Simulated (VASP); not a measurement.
Input of a VASP 6.6.1 run:

Contents of INCAR:

```
ALGO = Normal
EDIFF = 1E-6
EDIFFG = -0.005
ENCUT = 600
GGA = PE
IBRION = 2
ISIF = 3
ISMEAR = 0
LASPH = True
LCHARG = False
LREAL = False
LWAVE = False
NELM = 100
NSW = 100
PREC = Accurate
SIGMA = 0.02
```

The input KPOINTS:

```
k-points
0
Gamma
  9 9 4
```

File POSCAR:

```
La2O3
1.0
    3.9307778780      0.0000000000      0.0000000000
   -1.9653889390      3.4041534990      0.0000000000
    0.0000000000      0.0000000000      6.1119535200
La O
2 3
Direct
    0.6666666700      0.3333333300      0.7537643200
    0.3333333300      0.6666666700      0.2462356800
    0.6666666700      0.3333333300      0.3541093500
    0.3333333300      0.6666666700      0.6458906500
    0.0000000000      0.0000000000      0.0000000000
```

Potentials or basis: VASP PAW PBE potentials, release 64 (La, O).

Run with:

```console
$ cat potpaw_PBE.64/La/POTCAR potpaw_PBE.64/O/POTCAR > POTCAR
$ mpirun -np 1 vasp_std > vasp.out
```

(1) What does it give for the space group after relaxing (to 0.05 Å)?

(2) What does it give for the relaxed cell?

(3) Estimate the relaxed volume.

Answers

(1) P-3m1 (No. 164).

(2) a = 3.937 Å, b = 3.937 Å, c = 6.179 Å, α = 90.00°, β = 90.00°, γ = 120.00°.

(3) 16.59 Å³/atom.
